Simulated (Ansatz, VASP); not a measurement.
HfTi2S4 in VASP and in Ansatz

```
CELL_PARAMETERS angstrom
3.37486 -0.00006 -0.00504
-1.68741 2.92264 0.00189
-0.01943 -0.00342 12.92509
ATOMIC_POSITIONS crystal
Hf 0.00000 0.00001 0.00000
Ti 0.99672 0.99943 0.73746
Ti 0.00328 0.00057 0.26254
S 0.66496 0.33301 0.86639
S 0.33503 0.66698 0.13361
S 0.67131 0.33411 0.36971
S 0.32870 0.66589 0.63029
```

Change from the starting cell: cell x1, atoms moved at random (sigma 0.05 Å) and cell strained at random (1.5 %), then relaxed without symmetry.

Alike in both runs: functional PBE; k mesh 6 × 6 × 2; occupations gaussian, width 0.2 eV; no spin polarisation.

Ansatz relaxed the structure, and its values are those at the end. VASP's run is a single point on that final structure, the one shown.

|  | VASP | Ansatz |
| --- | --- | --- |
| version | VASP 6.6.1 | Ansatz 0.2.0 |
| potentials or method | VASP PAW PBE potentials, release 64 (Hf_pv, Ti_sv, S), cutoff 520 eV | scalar-relativistic, plane waves, PAW |
| valence electrons in the cell | 58 | 74 |

VASP gave:

* gap on the k mesh at the Fermi level (eV): none
* pressure (GPa): -0.2
* rms of the force components (eV/Å): 0.017

**Question.** Estimate Ansatz's values.

**Answer.** gap on the k mesh at the Fermi level (eV): none; pressure (GPa): 0.0; rms of the force components (eV/Å): 0.002.

A gap of «none» marks a metal or a gap that the smearing closes. VASP's potentials hold 58 valence electrons a cell and Ansatz's 74, so a difference there can come from the potentials and not from the codes.

Neither program's run includes spin-orbit coupling.
